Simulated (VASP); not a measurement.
**InSe: single point with PBE+D3(BJ)**

The system is InSe, a slab with vacuum.

```xyz
4
Lattice="3.8250 0.0000 0.0000 -1.9125 3.3125 0.0000 0.0000 0.0000 36.7200" Properties=species:S:1:pos:R:3 pbc="T T T"
Se    0.0000    0.0000   15.7835
Se    0.0000    0.0000   20.9355
In    1.9125    1.1042   17.0228
In    1.9125    1.1042   19.6962
```

```
Program             : VASP 6.6.1
Task                : single point
Functional          : PBE
Dispersion          : D3(BJ)
Potentials or basis : VASP PAW PBE potentials, release 64 (Se, In_d)
Cutoff              : 520 eV
k mesh              : 9 × 9 × 1
Occupations         : gaussian, width 0.02 eV
Spin                : no spin polarisation
```

```yaml
Largest_force: 1.449 eV/Å
Band_gap_on_the_k_mesh: 2.23 eV, indirect (least direct gap 2.35 eV)
Dispersion_energy_per_atom: -0.254 eV
```

Forces in eV/Å, atoms in the order of the input:
```
Se   0.000  0.000 -1.449
Se   0.000  0.000  1.449
In   0.000  0.000  0.677
In   0.000  0.000 -0.677
```

Levels at points of the mesh, in eV from the valence-band top:
```csv
k point,band 15,band 16,band 17,band 18,band 19,band 20,band 21,band 22,band 23,band 24
"(0.00, 0.00, 0.00)",-0.36,-0.36,-0.27,-0.27,-0.13,2.23,3.38,5.49,5.51,5.51
```

Wall time 2.4 min on 1 thread of Intel(R) Xeon(R) 6975P-C (Granite Rapids), on a shared host, peak memory 0.53 GiB.

Caveat: spin-orbit coupling is left out, which moves the levels of the heavy elements.
